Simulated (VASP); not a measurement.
# Al6Co5Ni (P4/mmm) in VASP: notebook

Al6Co5Ni is run at these levels: PBE; tasks: single point.

Everything below comes from runs of VASP 6.6.1. Logs are shortened: lines on timing, memory, paths and dates and some standing lists are left out, and cuts for length are marked.

**1. The cell of the first run**

Symmetry: P4/mmm, No. 123, tetragonal system. Conventional cell: a = 4.024 Å, b = 4.024 Å, c = 8.691 Å, α = 90.00°, β = 90.00°, γ = 90.00°. Al (site symmetry 2mm) has 6 Co at 2.47 to 2.49 Å and 2 Ni at 2.49 Å and 6 Al at 2.85 to 2.93 Å within 3.3 Å. Within 3.3 Å of Al (site symmetry mmm) lie 8 Co at 2.48 Å and 6 Al at 2.85 to 2.88 Å. Co (site symmetry 4mm) has 8 Al at 2.47 to 2.48 Å and 5 Co at 2.85 to 2.89 Å and 1 Ni at 2.90 Å within 3.3 Å. Co (site symmetry 4mm) has 8 Al at 2.47 to 2.48 Å and 6 Co at 2.85 to 2.91 Å within 3.3 Å. Within 3.3 Å of Co (site symmetry 4/mmm) lie 8 Al at 2.49 Å and 4 Ni at 2.85 Å and 2 Co at 2.89 Å. Ni (site symmetry 4/mmm) has 8 Al at 2.49 Å and 6 Co at 2.85 to 2.90 Å within 3.3 Å.

**2. Single point, PBE, collinear spin, ferromagnetic start**

Input file INCAR:

```
SYSTEM = Al6Co5Ni
ALGO = Normal
EDIFF = 1E-6
ENCUT = 520
GGA = PE
ISIF = 2
ISMEAR = 0
ISPIN = 2
LASPH = .TRUE.
LCHARG = .FALSE.
LMAXMIX = 4
LORBIT = 11
LREAL = .FALSE.
LWAVE = .FALSE.
MAGMOM = 0 0 0 0 0 0 3 3 3 3 3 2
NBANDS = 52
NELM = 150
PREC = Accurate
SIGMA = 0.1
```

Input file KPOINTS:

```
k-points
0
G
  4 4 2
  0 0 0
```

Input file POSCAR:

```
Al6Co5Ni
1.0
    4.0235532502      0.0000000000      0.0000000000
    0.0000000000      4.0235532502      0.0000000000
    0.0000000000      0.0000000000      8.6913745397
Al Co Ni
6 5 1
Direct
    0.0000000000      0.5000000000      0.8313600261
    0.0000000000      0.5000000000      0.1686399739
    0.0000000000      0.5000000000      0.5000000000
    0.5000000000      0.0000000000      0.8313600261
    0.5000000000      0.0000000000      0.1686399739
    0.5000000000      0.0000000000      0.5000000000
    0.0000000000      0.0000000000      0.6661751416
    0.0000000000      0.0000000000      0.3338248584
    0.5000000000      0.5000000000      0.6672989739
    0.5000000000      0.5000000000      0.0000000000
    0.5000000000      0.5000000000      0.3327010261
    0.0000000000      0.0000000000      0.0000000000
```

Potentials or basis: VASP PAW PBE potentials, release 64 (Al, Co, Ni).

Command:

```bash
cat potpaw_PBE.64/Al/POTCAR potpaw_PBE.64/Co/POTCAR potpaw_PBE.64/Ni/POTCAR > POTCAR
mpirun -np 1 vasp_std > vasp.out
```

OUTCAR:

```text
SYSTEM = Al6Co5Ni
   EDIFF = 1E-6
   ENCUT = 520
   GGA = PE
   ISIF = 2
   ISMEAR = 0
   ISPIN = 2
   LASPH = .TRUE.
   LORBIT = 11
   LREAL = .FALSE.
   NELM = 150
   PREC = Accurate

 ion  position               nearest neighbor table
   1  0.000  0.500  0.831-   9 2.47   9 2.47   7 2.47   7 2.47  10 2.49  12 2.49  12 2.49  10 2.49
                             4 2.85   4 2.85   4 2.85   4 2.85   3 2.88   2 2.93
   2  0.000  0.500  0.169-  11 2.47  11 2.47   8 2.47   8 2.47  10 2.49  12 2.49  10 2.49  12 2.49
                             5 2.85   5 2.85   5 2.85   5 2.85   3 2.88   1 2.93
   3  0.000  0.500  0.500-   7 2.48   8 2.48   7 2.48   8 2.48   9 2.48  11 2.48   9 2.48  11 2.48
                             6 2.85   6 2.85   6 2.85   6 2.85   1 2.88   2 2.88
   4  0.500  0.000  0.831-   9 2.47   9 2.47   7 2.47   7 2.47  10 2.49  10 2.49  12 2.49  12 2.49
                             1 2.85   1 2.85   1 2.85   1 2.85   6 2.88   5 2.93
   5  0.500  0.000  0.169-  11 2.47  11 2.47   8 2.47   8 2.47  10 2.49  10 2.49  12 2.49  12 2.49
                             2 2.85   2 2.85   2 2.85   2 2.85   6 2.88   4 2.93
   6  0.500  0.000  0.500-   7 2.48   8 2.48   7 2.48   8 2.48   9 2.48  11 2.48   9 2.48  11 2.48
                             3 2.85   3 2.85   3 2.85   3 2.85   5 2.88   4 2.88
   7  0.000  0.000  0.666-   1 2.47   4 2.47   1 2.47   4 2.47   3 2.48   3 2.48   6 2.48   6 2.48
                             9 2.85   9 2.85   9 2.85   9 2.85   8 2.89  12 2.90
   8  0.000  0.000  0.334-   2 2.47   5 2.47   2 2.47   5 2.47   3 2.48   3 2.48   6 2.48   6 2.48
                            11 2.85  11 2.85  11 2.85  11 2.85   7 2.89  12 2.90
   9  0.500  0.500  0.667-   1 2.47   4 2.47   4 2.47   1 2.47   3 2.48   6 2.48   6 2.48   3 2.48
                             7 2.85   7 2.85   7 2.85   7 2.85  10 2.89  11 2.91
  10  0.500  0.500  0.000-   1 2.49   2 2.49   4 2.49   5 2.49   4 2.49   5 2.49   1 2.49   2 2.49
                            12 2.85  12 2.85  12 2.85  12 2.85   9 2.89  11 2.89
  11  0.500  0.500  0.333-   2 2.47   5 2.47   5 2.47   2 2.47   3 2.48   6 2.48   6 2.48   3 2.48
                             8 2.85   8 2.85   8 2.85   8 2.85  10 2.89   9 2.91
  12  0.000  0.000  0.000-   1 2.49   2 2.49   4 2.49   5 2.49   1 2.49   2 2.49   4 2.49   5 2.49
                            10 2.85  10 2.85  10 2.85  10 2.85   7 2.90   8 2.90

  LATTYP: Found a simple tetragonal cell.
 ALAT       =     4.0235532502
 C/A-ratio  =     2.1601241488

  Lattice vectors:

 A1 = (   4.0235532502,   0.0000000000,   0.0000000000)
 A2 = (   0.0000000000,   4.0235532502,   0.0000000000)
 A3 = (   0.0000000000,   0.0000000000,   8.6913745397)

Analysis of symmetry for initial positions (statically):
=====================================================================
 Subroutine PRICEL returns:
 Original cell was already a primitive cell.

 Routine SETGRP: Setting up the symmetry group for a
 simple tetragonal supercell.

 Subroutine GETGRP returns: Found 16 space group operations
 (whereof 16 operations were pure point group operations)
 out of a pool of 16 trial point group operations.

The static configuration has the point symmetry D_4h.

Analysis of symmetry for dynamics (positions and initial velocities):
=====================================================================
 Subroutine PRICEL returns:
 Original cell was already a primitive cell.

 Routine SETGRP: Setting up the symmetry group for a
 simple tetragonal supercell.

 Subroutine GETGRP returns: Found 16 space group operations
 (whereof 16 operations were pure point group operations)
 out of a pool of 16 trial point group operations.

The dynamic configuration has the point symmetry D_4h.

Analysis of structural, dynamic, and magnetic symmetry:
=====================================================================
 Subroutine PRICEL returns:
 Original cell was already a primitive cell.

 Routine SETGRP: Setting up the symmetry group for a
 simple tetragonal supercell.

 Subroutine GETGRP returns: Found 16 space group operations
 (whereof 16 operations were pure point group operations)
 out of a pool of 16 trial point group operations.

The overall configuration has the point symmetry D_4h.

 Subroutine INISYM returns: Found 16 space group operations
 (whereof 16 operations are pure point group operations),
 and found     1 'primitive' translations

----------------------------------------------------------------------------------------

                                     Primitive cell

  volume of cell :     140.7045

[... 101 lines left out ...]
   ISIF   =      2    stress and relaxation
   ISYM   =      2    0-nonsym 1-usesym 2-fastsym
   POTIM  = 0.5000    time-step for ionic-motion
   TEBEG  =    0.0;   TEEND  =   0.0 temperature during run
   PSTRESS=    0.0 pullay stress
   NELECT =      73.0000    total number of electrons
   NUPDOWN=      -1.0000    fix difference up-down
   EMIN   =  10.00;   EMAX   =-10.00  energy-range for DOS
   EFERMI =   0.00;   METHOD = LEGACY
   ISMEAR =     0;   SIGMA  =   0.10  broadening in eV -4-tet -1-fermi 0-gaus
   EFERMI_NEDOS =   21; number of points for ismear=-14 and -15
   IALGO  =     38    algorithm
   IMIX   =      4    mixing-type and parameters
     AMIX     =   0.40;   BMIX     =  1.00
     AMIX_MAG =   1.60;   BMIX_MAG =  1.00
  volume/ion in A,a.u.               =      11.73        79.13
  Fermi-wavevector in a.u.,A,eV,Ry     =   1.315467  2.485871 23.544230  1.730452
  Thomas-Fermi vector in A             =   2.445647
   LORBIT       =     11    0 simple, 1 ext, 2 COOP (PROOUT), +10 PAW based schemes
   GGA     = PE    functional components
   LHFCALC =     F    Hartree Fock is set to
   AEXX    =    0.0000 exact exchange contribution
   IVDW    =     0    specifies the selected vdW correction
   LEPSILON=     F    determine dielectric tensor
   LRPA    =     F    only Hartree local field effects (RPA)
 spin polarized calculation
 Gauss-broadening in eV      SIGMA  =   0.10
  energy-cutoff  :      520.00
  volume of cell :      140.70
 maximum number of plane-waves:      3833
 NGX is ok and might be reduce to    30
   NGX = 15   NGY = 15   NGZ = 33

 number of electron      72.9999975 magnetization      11.7545223

 number of electron      72.9999968 magnetization       0.7775041

 Free energy of the ion-electron system (eV)
  ---------------------------------------------------
  ext. energy  EPLUGINS =         0.00000000
  ---------------------------------------------------
  free energy    TOTEN  =       -70.33848157 eV

  energy without entropy =      -70.31260873  energy(sigma->0) =      -70.32554515

 E-fermi :  10.4004     XC(G=0): -12.1910

 val. band max:       10.3898081996   @ k =   0.5000   0.5000   0.0000
 cond. band min:      10.4012353004   @ k =   0.5000   0.5000   0.5000
 fundamental gap:      0.0114271008
 Fermi energy:        10.4003578548

 spin component 1

 k-point     1 :       0.0000    0.0000    0.0000
  band No.  band energies     occupation
      1      -0.6485      1.00000
      2       1.3243      1.00000
      3       1.3343      1.00000
      4       5.2083      1.00000
      5       6.0216      1.00000
      6       6.0386      1.00000
[... 601 lines left out ...]
     47      16.8028      0.00000
     48      16.8028      0.00000
 Fermi energy:        10.4003578548

 spin component 2

 k-point     1 :       0.0000    0.0000    0.0000
  band No.  band energies     occupation
      1      -0.6618      1.00000
      2       1.3121      1.00000
      3       1.3212      1.00000
      4       5.2309      1.00000
      5       6.0749      1.00000
      6       6.0850      1.00000
[... 601 lines left out ...]
     47      16.8062      0.00000
     48      16.8062      0.00000
 [bands above 48 left out]

------------------------ aborting loop because EDIFF is reached ----------------------------------------

  FORCE on cell =-STRESS in cart. coord.  units (eV):
  Direction    XX          YY          ZZ          XY          YZ          ZX
  --------------------------------------------------------------------------------------
  -------------------------------------------------------------------------------------
  Total       -0.1398745     -0.1398745     -0.2646701      0.0000000      0.0000000      0.0000000
  in kB       -1.5927263     -1.5927263     -3.0137524      0.0000000      0.0000000      0.0000000
  external PRESSURE =      -2.0664016 kB  Pullay stress =       0.0000000 kB

 VOLUME and BASIS-vectors are now :
 -----------------------------------------------------------------------------
  energy-cutoff  :      520.00
  volume of cell :      140.70
      direct lattice vectors                 reciprocal lattice vectors
     4.023553250  0.000000000  0.000000000     0.248536539  0.000000000  0.000000000
     0.000000000  4.023553250  0.000000000     0.000000000  0.248536539  0.000000000
     0.000000000  0.000000000  8.691374540     0.000000000  0.000000000  0.115056600

 POSITION                                       TOTAL-FORCE (eV/Angst)
 -----------------------------------------------------------------------------------
      0.00000      2.01178      7.22566        -0.000000     -0.000000     -0.002346
      0.00000      2.01178      1.46571        -0.000000      0.000000      0.002346
      0.00000      2.01178      4.34569        -0.000000     -0.000000      0.000000
      2.01178      0.00000      7.22566        -0.000000     -0.000000     -0.002346
      2.01178      0.00000      1.46571         0.000000     -0.000000      0.002346
      2.01178      0.00000      4.34569        -0.000000     -0.000000      0.000000
      0.00000      0.00000      5.78998        -0.000000     -0.000000     -0.007817
      0.00000      0.00000      2.90140         0.000000     -0.000000      0.007817
      2.01178      2.01178      5.79975        -0.000000     -0.000000     -0.012986
      2.01178      2.01178      0.00000        -0.000000     -0.000000      0.000000
      2.01178      2.01178      2.89163        -0.000000     -0.000000      0.012986
      0.00000      0.00000      0.00000        -0.000000     -0.000000      0.000000
 -----------------------------------------------------------------------------------
    total drift:                                0.000000      0.000000      0.000000

  FREE ENERGIE OF THE ION-ELECTRON SYSTEM (eV)
  ---------------------------------------------------
  free  energy   TOTEN  =       -70.3384815669 eV

  energy  without entropy=      -70.3126087257  energy(sigma->0) =      -70.32554515

 total charge

# of ion       s       p       d       tot
------------------------------------------
    1        0.392   0.422   0.000   0.814
    2        0.392   0.422   0.000   0.814
    3        0.393   0.423   0.000   0.816
    4        0.392   0.422   0.000   0.814
    5        0.392   0.422   0.000   0.814
    6        0.393   0.423   0.000   0.816
    7        0.435   0.493   7.516   8.443
    8        0.435   0.493   7.516   8.443
    9        0.432   0.502   7.500   8.434
   10        0.433   0.471   7.514   8.418
   11        0.432   0.502   7.500   8.434
   12        0.474   0.533   8.455   9.462
--------------------------------------------------
tot          4.995   5.528  46.002  56.525

 magnetization (x)

# of ion       s       p       d       tot
------------------------------------------
    1       -0.001  -0.002   0.000  -0.003
    2       -0.001  -0.002   0.000  -0.003
    3       -0.001  -0.003   0.000  -0.004
    4       -0.001  -0.002   0.000  -0.003
    5       -0.001  -0.002   0.000  -0.003
    6       -0.001  -0.003   0.000  -0.004
    7        0.000  -0.003   0.021   0.018
    8        0.000  -0.003   0.021   0.018
    9        0.003  -0.004   0.230   0.228
   10        0.007  -0.001   0.345   0.351
   11        0.003  -0.004   0.230   0.228
   12        0.002  -0.006   0.048   0.044
--------------------------------------------------
tot          0.008  -0.035   0.895   0.868
```

It took 7.1 min on 1 thread of Oxide Virtual Turin-like, shared host; peak memory 0.32 GiB.

Results:

```
Free energy                                           : -70.3385 eV
Pressure                                              : -0.2 GPa
Largest force                                         : 0.013 eV/Å
Net moment                                            : 0.78 μB per cell
Site moments                                          : Al -0.00; Co +0.02, +0.23, +0.35 (each value once); Ni +0.04 μB
Valence electrons inside the program's atomic spheres : Al 0.81, 0.82 (each value once); Co 8.44, 8.43, 8.42 (each value once); Ni 9.46
```

Forces in eV/Å, atoms in the order of the input:
```
Al   0.000  0.000 -0.002
Al   0.000  0.000  0.002
Al   0.000  0.000  0.000
Al   0.000  0.000 -0.002
Al   0.000  0.000  0.002
Al   0.000  0.000  0.000
Co   0.000  0.000 -0.008
Co   0.000  0.000  0.008
Co   0.000  0.000 -0.013
Co   0.000  0.000  0.000
Co   0.000  0.000  0.013
Ni   0.000  0.000  0.000
```

Stress tensor (GPa, compression positive):
```
-0.16  0.00  0.00
 0.00 -0.16  0.00
 0.00  0.00 -0.30
```

Caveat: the k points lie up to 0.39 Å⁻¹ apart.

[end of part 1 of 2]
